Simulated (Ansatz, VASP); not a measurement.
# Two plane-wave programs on Cd

```
Cd
1.0
     2.82821    0.00000    0.00000
     0.00000    2.82821    0.00000
     0.00000    0.00000    2.82821
Cd
1
Direct
  0.00000 0.00000 0.00000
```

Alike in both runs: task relaxation of cell and atoms; functional PBEsol; k mesh 6 × 6 × 6; occupations gaussian, width 0.1 eV; no spin polarisation.

|  | VASP | Ansatz |
| --- | --- | --- |
| version | VASP 6.6.1 | Ansatz 0.2.0 |
| potentials or method | VASP PAW PBE potentials, release 64 (Cd_sv_GW), cutoff 630 eV | scalar-relativistic, plane waves, PAW |
| valence electrons in the cell | 20 | 20 |

```tsv
	VASP	Ansatz	Ansatz less VASP
gap on the k mesh at the Fermi level, each at its own relaxed structure (eV)	none	none	-
relaxed volume (Å³/atom)	24.74	25.30	+0.550
relaxed length of the cell vector where the two differ most in proportion (Å)	2.914	2.935	+0.0214
```

VASP's potentials were made for PBE, not for PBEsol. A gap of «none» marks a metal or a gap that the smearing closes.

The k mesh is coarse, so the values compare programs but aren't converged.
